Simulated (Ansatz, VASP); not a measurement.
ZrTi3C4: VASP beside Ansatz

```
Zr Ti C
1.0
    -2.22426    2.22426    4.42912
     2.22426   -2.22426    4.42912
     2.22426    2.22426   -4.42912
Zr Ti C
1 3 4
Direct
  0.50000 0.50000 0.00000
  0.00000 0.00000 0.00000
  0.75000 0.25000 0.50000
  0.25000 0.75000 0.50000
  0.24394 0.24394 0.00000
  0.00000 0.50000 0.50000
  0.75606 0.75606 0.00000
  0.50000 0.00000 0.50000
```

Alike in both runs: task single point; functional PBEsol; k mesh 12 × 12 × 12; occupations gaussian, width 0.1 eV; no spin polarisation.

|  | VASP | Ansatz |
| --- | --- | --- |
| version | VASP 6.6.1 | Ansatz 0.2.0 |
| potentials or method | VASP PAW PBE potentials, release 64 (Zr_sv, Ti_sv, C), cutoff 520 eV | scalar-relativistic, plane waves, PAW |
| valence electrons in the cell | 64 | 64 |

VASP gave:

```
gap on the k mesh at the Fermi level (eV) : none
pressure (GPa)                            : -6.2
```

Q: Which values does Ansatz return?

A: gap on the k mesh at the Fermi level (eV): none; pressure (GPa): -6.5.

VASP's potentials were made for PBE, not for PBEsol. A gap of «none» marks a metal or a gap that the smearing closes.
